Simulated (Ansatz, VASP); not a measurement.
## Two plane-wave programs on Si2Ni

```
Si Ni
1.0
     0.00000    3.14395    2.04357
     3.14395    0.00000    2.04357
     3.14395    3.14395    0.00000
Si Ni
2 1
Direct
  0.25000 0.25000 0.25000
  0.75000 0.75000 0.75000
  0.00000 0.00000 0.00000
```

Alike in both runs: task single point; functional PBE; k mesh 16 × 16 × 16; occupations gaussian, width 0.15 eV; no spin polarisation.

|  | VASP | Ansatz |
| --- | --- | --- |
| version | VASP 6.6.1 | Ansatz 0.2.0 |
| potentials or method | VASP PAW PBE potentials, release 64 (Si, Ni), cutoff 520 eV | scalar-relativistic, plane waves, PAW |
| valence electrons in the cell | 18 | 26 |

|  | VASP | Ansatz | Ansatz less VASP |
| --- | --- | --- | --- |
| gap on the k mesh at the Fermi level (eV) | none | none | - |
| pressure (GPa) | 20.2 | 20.2 | +0.07 |
| traceless stress, the component that is largest in VASP (GPa) | 63.62 | 64.19 | +0.569 |

A gap of «none» marks a metal or a gap that the smearing closes. VASP's potentials hold 18 valence electrons a cell and Ansatz's 26, so a difference there can come from the potentials and not from the codes.
